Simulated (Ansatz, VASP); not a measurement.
## One calculation of MgO, two programs

File INCAR:

```
PREC = Accurate ; ENCUT = 520
EDIFF = 1E-6 ; ISMEAR = 0
SIGMA = 0.05 ; LREAL = False
LASPH = True ; NELM = 80
ALGO = Normal ; ISIF = 2
LWAVE = False ; LCHARG = False
GGA = PS ; NBANDS = 16
```

KPOINTS

```
regular mesh
0
Gamma
  9 9 6
```

File POSCAR:

```
MgO
1.0
    3.4863778627      0.0000000000      0.0000000000
   -1.7431889314      3.0192917963      0.0000000000
    0.0000000000      0.0000000000      4.3869432810
Mg O
2 2
Direct
    0.6666666667      0.3333333333      0.7500000000
    0.3333333333      0.6666666667      0.2500000000
    0.6666666667      0.3333333333      0.2500000000
    0.3333333333      0.6666666667      0.7500000000
```

Input for Ansatz:

```yaml
crystal:
  lattice:
    - [3.4863778627, 0.0, 0.0]
    - [-1.7431889314, 3.0192917963, 0.0]
    - [0.0, 0.0, 4.386943281]
  atoms:
    - { symbol: Mg, position: [0.6666666667, 0.3333333333, 0.75] }
    - { symbol: Mg, position: [0.3333333333, 0.6666666667, 0.25] }
    - { symbol: O, position: [0.6666666667, 0.3333333333, 0.25] }
    - { symbol: O, position: [0.3333333333, 0.6666666667, 0.75] }
basis:
  ecutwfc: 420
kpoints:
  mp_grid: { grid: [9, 9, 6] }
hamiltonian:
  xc: pbesol
scf:
  occupations: { method: gaussian, width: 0.05 }
output:
  forces: true
  stress: true
  eigenvalues: true
```

Change from the starting cell: strain +0.000 along x and y, +0.050 along z, atoms carried along.

Alike in both runs: task single point; functional PBEsol; k mesh 9 × 9 × 6; occupations gaussian, width 0.05 eV; no spin polarisation.

```csv
,VASP,Ansatz
version,VASP 6.6.1,Ansatz 0.2.0
potentials or method,"VASP PAW PBE potentials, release 64 (Mg, O), cutoff 520 eV","scalar-relativistic, plane waves, PAW"
valence electrons in the cell,16,32
```

```csv
,VASP,Ansatz,Ansatz less VASP
gap on the k mesh at the Fermi level (eV),3.01,3.01,+0.006
least direct gap on the mesh (eV),3.01,3.01,+0.006
pressure (GPa),-5.0,-4.6,+0.38
"traceless stress, the component that is largest in VASP (GPa)",-4.21,-4.14,+0.066
```

VASP's potentials were made for PBE, not for PBEsol. VASP's potentials hold 16 valence electrons a cell and Ansatz's 32, so a difference there can come from the potentials and not from the codes.
